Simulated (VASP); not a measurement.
Write the native input for VASP 6.6.1 that does the following.

```yaml
Task: relaxation of cell and atoms
Functional: revPBE
Potentials_or_basis: VASP PAW PBE potentials, release 64 (Pb_d, S)
Cutoff: 600 eV
k_mesh: 8 × 8 × 7
Occupations: fermi-dirac, width 0.05 eV
Spin: no spin polarisation
Dipole_correction: no
Further_INCAR_settings: ALGO = Normal; EDIFF = 1e-06; IBRION = 2; EDIFFG = -0.01; NSW = 60; ISIF = 3
```

The structure of PbS lies in POSCAR:

```
PbS
1.0
    4.0896976867      0.0000000000      0.0000000000
   -2.0448488433      3.5417820905      0.0000000000
    0.0000000000      0.0000000000      3.7881670000
Pb S
1 1
Direct
    0.0000000000      0.0000000000      0.0000000000
    0.6666666667      0.3333333333      0.5000000000
```

These files were run (other wordings do the same):

INCAR

```
SYSTEM = PbS
  PREC = Accurate
  ENCUT = 600
  EDIFF = 1E-6
  ISMEAR = -1
  SIGMA = 0.05
  LREAL = .FALSE.
  LASPH = .TRUE.
  NELM = 80
  ALGO = Normal
  ISIF = 3
  LWAVE = .FALSE.
  LCHARG = .FALSE.
  GGA = RE
  IBRION = 2
  NSW = 60
  EDIFFG = -0.01
```

KPOINTS

```
regular mesh
0
G
  8 8 7
  0 0 0
```

Potentials or basis: VASP PAW PBE potentials, release 64 (Pb_d, S).

Command:

```sh
$ cat potpaw_PBE.64/Pb_d/POTCAR potpaw_PBE.64/S/POTCAR > POTCAR
$ mpirun -np 1 vasp_std > vasp.out
```

It gave:

* Relaxed volume: 28.21 Å³/atom
* Relaxed cell: a = 4.135 Å, b = 4.135 Å, c = 3.810 Å, α = 90.00°, β = 90.00°, γ = 120.00°
* Space group after relaxing (to 0.05 Å): P-6m2 (No. 187)
* Energy gained by relaxing: 3.1 meV/atom
* Ionic steps: 5
* Pressure after relaxing: 0.0 GPa
* Band gap on the k mesh: 0.39 eV, indirect (least direct gap 1.67 eV)

Caveat: the PAW data sets were made with another functional, which shifts forces and pressure a little; spin-orbit coupling is left out, which moves the levels of the heavy elements.

Wall time 82 s on 1 thread of Intel(R) Xeon(R) Platinum 8488C (Sapphire Rapids), with other jobs on the host, peak memory 0.22 GiB.
